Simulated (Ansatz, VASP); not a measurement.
# PbSe in VASP and in Ansatz

File INCAR:

```
ALGO     = Normal         # electronic algorithm
EDIFF    = 1E-6           # SCF threshold, eV
ENCUT    = 500            # plane-wave cutoff, eV
GGA_COMPAT= False        
ISIF     = 2              # what is computed and relaxed
ISMEAR   = -1             # smearing method
LASPH    = True           # aspherical terms in the spheres
LCHARG   = False          # write CHGCAR
LREAL    = False          # projectors in reciprocal space
LWAVE    = False          # write WAVECAR
NBANDS   = 17             # bands
NELM     = 120            # most SCF steps
PREC     = Accurate       # precision mode
SIGMA    = 0.05           # smearing width, eV
```

KPOINTS

```
k-points
0
Gamma
  6 6 6
```

The input POSCAR:

```
PbSe
1.0
    3.7331742709      0.0000000000      0.0000000000
    0.0000000000      3.7331742709      0.0000000000
    0.0000000000      0.0000000000      3.7331742709
Pb Se
1 1
Direct
    0.0000000000      0.0000000000      0.0000000000
    0.5000000000      0.5000000000      0.5000000000
```

Input for Ansatz:

```yaml
crystal:
  lattice:
    - [3.733174270852114, 0.0, 0.0]
    - [0.0, 3.733174270852114, 0.0]
    - [0.0, 0.0, 3.733174270852114]
  atoms:
    - { symbol: Pb, position: [0.0, 0.0, 0.0] }
    - { symbol: Se, position: [0.5, 0.5, 0.5] }
basis:
  ecutwfc: 500.0
kpoints:
  mp_grid:
    grid: [6, 6, 6]
hamiltonian:
  xc: lda
scf:
  occupations:
    method: fermi_dirac
    width: 0.05
output:
  stress: true
```

Alike in both runs: task single point; functional LDA; k mesh 6 × 6 × 6; occupations fermi-dirac, width 0.05 eV; no spin polarisation.

|  | VASP | Ansatz |
| --- | --- | --- |
| version | VASP 6.6.1 | Ansatz 0.2.0 |
| potentials or method | VASP PAW LDA potentials, release 64 (Pb_d, Se), cutoff 500 eV | plane waves, PAW |
| valence electrons in the cell | 20 | 30 |

Ansatz gave:

| Quantity | Value |
| --- | --- |
| pressure (GPa) | -3.0 |

Task: Estimate VASP's values.

Result: Pressure (GPa): -2.9.

LDA's correlation is that of Perdew and Zunger in VASP and of Perdew and Wang (1992) in Ansatz. VASP's potentials hold 20 valence electrons a cell and Ansatz's 30, so a difference there can come from the potentials and not from the codes.

Neither program's run includes spin-orbit coupling.
